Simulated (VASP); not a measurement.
# Te2Mo in VASP: single point with PBE+D3(BJ)

Aim: the single point of Te2Mo with PBE+D3(BJ).

Everything below comes from runs of VASP 6.6.1. Logs are shortened: lines on timing, memory, paths and dates and some standing lists are left out, and cuts for length are marked.

### 1 The cell of the first run

The cell holds a slab with vacuum, 6 atoms: a = 3.504 Å, b = 3.504 Å, c = 24.768 Å, α = 90.00°, β = 90.00°, γ = 120.00°.

### 2 Single point, PBE+D3(BJ)

INCAR

```
ALGO = Normal
DIPOL = 0.5 0.5 0.399
EDIFF = 1E-6
ENCUT = 520
GGA = PE
IDIPOL = 3
ISIF = 2
ISMEAR = 0
IVDW = 12
LASPH = True
LCHARG = False
LDIPOL = True
LREAL = False
LWAVE = False
NBANDS = 35
NELM = 60
PREC = Accurate
SIGMA = 0.05
```

KPOINTS

```
k-points
0
Gamma
  9 9 1
```

POSCAR

```
Te2Mo
1.0
    3.5038816881      0.0000000000      0.0000000000
   -1.7519408440      3.0344505538      0.0000000000
    0.0000000000      0.0000000000     24.7677198395
Te Mo
4 2
Direct
    0.3333333333      0.6666666667      0.1816881017
    0.3333333333      0.6666666667      0.3284056818
    0.3333333333      1.1666666667      0.4689111470
    0.3333333333      1.1666666667      0.6156287272
    0.6666666667      0.3333333333      0.2550468917
    0.6666666667      0.8333333333      0.5422699371
```

Potentials or basis: VASP PAW PBE potentials, release 64 (Te, Mo_sv).

Launch:

```bash
$ cat potpaw_PBE.64/Te/POTCAR potpaw_PBE.64/Mo_sv/POTCAR > POTCAR
$ mpirun -np 1 vasp_std > vasp.out
```

OUTCAR:

```text
EDIFF = 1E-6
   ENCUT = 520
   GGA = PE
   ISIF = 2
   ISMEAR = 0
   IVDW = 12
   LASPH = True
   LREAL = False
   NELM = 60
   PREC = Accurate
 IVDW          = 12

 ion  position               nearest neighbor table
   1  0.333  0.667  0.182-   5 2.72   5 2.72   5 2.72   2 3.63
   2  0.333  0.667  0.328-   5 2.72   5 2.72   5 2.72   1 3.63
   3  0.333  0.167  0.469-   6 2.72   6 2.72   6 2.72   4 3.63
   4  0.333  0.167  0.616-   6 2.72   6 2.72   6 2.72   3 3.63
   5  0.667  0.333  0.255-   1 2.72   1 2.72   1 2.72   2 2.72   2 2.72   2 2.72
   6  0.667  0.833  0.542-   4 2.72   3 2.72   4 2.72   3 2.72   4 2.72   3 2.72

  LATTYP: Found a hexagonal cell.
 ALAT       =     3.5038816881
 C/A-ratio  =     7.0686518679

  Lattice vectors:

 A1 = (   3.5038816881,   0.0000000000,   0.0000000000)
 A2 = (  -1.7519408440,   3.0344505538,   0.0000000000)
 A3 = (   0.0000000000,   0.0000000000,  24.7677198395)

Analysis of symmetry for initial positions (statically):
=====================================================================
 Subroutine PRICEL returns:
 Original cell was already a primitive cell.

 Routine SETGRP: Setting up the symmetry group for a
 hexagonal supercell.

 Subroutine GETGRP returns: Found  4 space group operations
 (whereof  2 operations were pure point group operations)
 out of a pool of 24 trial point group operations.

The static configuration has the point symmetry C_1h.
 The point group associated with its full space group is C_2v.

Analysis of symmetry for dynamics (positions and initial velocities):
=====================================================================
 Subroutine PRICEL returns:
 Original cell was already a primitive cell.

 Routine SETGRP: Setting up the symmetry group for a
 hexagonal supercell.

 Subroutine GETGRP returns: Found  4 space group operations
 (whereof  2 operations were pure point group operations)
 out of a pool of 24 trial point group operations.

The dynamic configuration has the point symmetry C_1h.
 The point group associated with its full space group is C_2v.

 Subroutine INISYM returns: Found  4 space group operations
 (whereof  2 operations are pure point group operations),
 and found     1 'primitive' translations

----------------------------------------------------------------------------------------

                                     Primitive cell

  volume of cell :     263.3392

[... 106 lines left out ...]
   NELECT =      52.0000    total number of electrons
   NUPDOWN=      -1.0000    fix difference up-down
   EMIN   =  10.00;   EMAX   =-10.00  energy-range for DOS
   EFERMI =   0.00;   METHOD = LEGACY
   ISMEAR =     0;   SIGMA  =   0.05  broadening in eV -4-tet -1-fermi 0-gaus
   EFERMI_NEDOS =   21; number of points for ismear=-14 and -15
   IALGO  =     38    algorithm
   IMIX   =      4    mixing-type and parameters
     AMIX     =   0.40;   BMIX     =  1.00
     AMIX_MAG =   1.60;   BMIX_MAG =  1.00
  volume/ion in A,a.u.               =      43.89       296.18
  Fermi-wavevector in a.u.,A,eV,Ry     =   0.953317  1.801508 12.365161  0.908814
  Thomas-Fermi vector in A             =   2.081961
   LORBIT       =      0    0 simple, 1 ext, 2 COOP (PROOUT), +10 PAW based schemes
   GGA     = PE    functional components
   LHFCALC =     F    Hartree Fock is set to
   AEXX    =    0.0000 exact exchange contribution
   IVDW    =    12    specifies the selected vdW correction
   LEPSILON=     F    determine dielectric tensor
   LRPA    =     F    only Hartree local field effects (RPA)
 non-spin polarized calculation
 Gauss-broadening in eV      SIGMA  =   0.05
  energy-cutoff  :      520.00
  volume of cell :      263.34
 maximum number of plane-waves:      7173
 NGX is ok and might be reduce to    28
   NGX = 13   NGY = 13   NGZ = 93

 dipolmoment           0.000000      0.000000     -0.000000 electrons x Angstroem

 number of electron      51.9999998 magnetization

 dipolmoment           0.000000      0.000000      0.000000 electrons x Angstroem

 Free energy of the ion-electron system (eV)
  ---------------------------------------------------
  ext. energy  EPLUGINS =         0.00000000
  ---------------------------------------------------
  free energy    TOTEN  =       -35.97454948 eV

  energy without entropy =      -35.97454948  energy(sigma->0) =      -35.97454948

 E-fermi :   2.8676     XC(G=0):  -6.3920

 val. band max:        2.4827621681   @ k =   0.3333   0.3333   0.0000
 cond. band min:       3.5792151960   @ k =   0.2222   0.2222   0.0000
 fundamental gap:      1.0964530279
 Fermi energy:         2.8675715248

 k-point     1 :       0.0000    0.0000    0.0000
  band No.  band energies     occupation
      1     -58.1837      2.00000
      2     -58.1837      2.00000
      3     -32.3614      2.00000
      4     -32.3614      2.00000
      5     -32.2172      2.00000
      6     -32.2172      2.00000
[... 901 lines left out ...]
     34       6.3961      0.00000
     35       7.2868      0.00000

 [... further k-points ...]

------------------------ aborting loop because EDIFF is reached ----------------------------------------

 vacuum level on the upper side and lower side of the slab       (xc-potential included)        -0.125        -0.125

 Edisp (eV)   -2.78900

 E8    (eV) :    -1.3195

  FORCE on cell =-STRESS in cart. coord.  units (eV):
  Direction    XX          YY          ZZ          XY          YZ          ZX
  --------------------------------------------------------------------------------------
  -------------------------------------------------------------------------------------
  Total      -0.21647    -0.03938    -0.25151    -0.15336     0.00000    -0.00000
  in kB      -1.31701    -0.23960    -1.53018    -0.93306     0.00000    -0.00000
  external pressure =       -1.03 kB  Pullay stress =        0.00 kB

 VOLUME and BASIS-vectors are now :
 -----------------------------------------------------------------------------
  energy-cutoff  :      520.00
  volume of cell :      263.34
      direct lattice vectors                 reciprocal lattice vectors
     3.503881688  0.000000000  0.000000000     0.285397764  0.164774476  0.000000000
    -1.751940844  3.034450554  0.000000000     0.000000000  0.329548952  0.000000000
     0.000000000  0.000000000 24.767719839     0.000000000  0.000000000  0.040375134

 POSITION                                       TOTAL-FORCE (eV/Angst)
 -----------------------------------------------------------------------------------
     -0.00000      2.02297      4.50000         0.004107      0.002371      0.002307
     -0.00000      2.02297      8.13386        -0.002563     -0.001480      0.028255
      0.87597      0.50574     11.61386        -0.002563     -0.001480     -0.028255
      0.87597      0.50574     15.24772         0.004107      0.002371     -0.002307
      1.75194      1.01148      6.31693        -0.001544     -0.000892      0.009902
      0.87597      2.52871     13.43079        -0.001544     -0.000892     -0.009902
 -----------------------------------------------------------------------------------
    total drift:                                0.000603      0.000349      0.000029

  FREE ENERGIE OF THE ION-ELECTRON SYSTEM (eV)
  ---------------------------------------------------
  free  energy   TOTEN  =       -38.7635519139 eV

  energy  without entropy=      -38.7635519139  energy(sigma->0) =      -38.76355191

 vacuum level on the upper side and lower side of the slab         7.203         7.203
```

stdout:

```text
POSCAR found type information on POSCAR TeMo
 POSCAR found :  2 types and       6 ions
 scaLAPACK will be used
 LDA part: xc-table for (Slater+PW92), standard interpolation
 POSCAR, INCAR and KPOINTS ok, starting setup
 FFT: planning ... GRIDC
 FFT: planning ... GRID_SOFT
 FFT: planning ... GRID
 WAVECAR not read
 entering main loop
```

Wall time 9.7 min (1 thread of AMD EPYC 7R13, shared host); peak memory 0.48 GiB.

What came out:

```
Free energy                : -38.7636 eV
Largest force              : 0.028 eV/Å
Band gap on the k mesh     : 1.10 eV, indirect (least direct gap 1.16 eV)
Dispersion energy per atom : -0.465 eV
```

Forces in eV/Å, atoms in the order of the input:
```
Te   0.004  0.002  0.002
Te  -0.003 -0.001  0.028
Te  -0.003 -0.001 -0.028
Te   0.004  0.002 -0.002
Mo  -0.002 -0.001  0.010
Mo  -0.002 -0.001 -0.010
```

Caveat: spin-orbit coupling is left out, which moves the levels of the heavy elements.
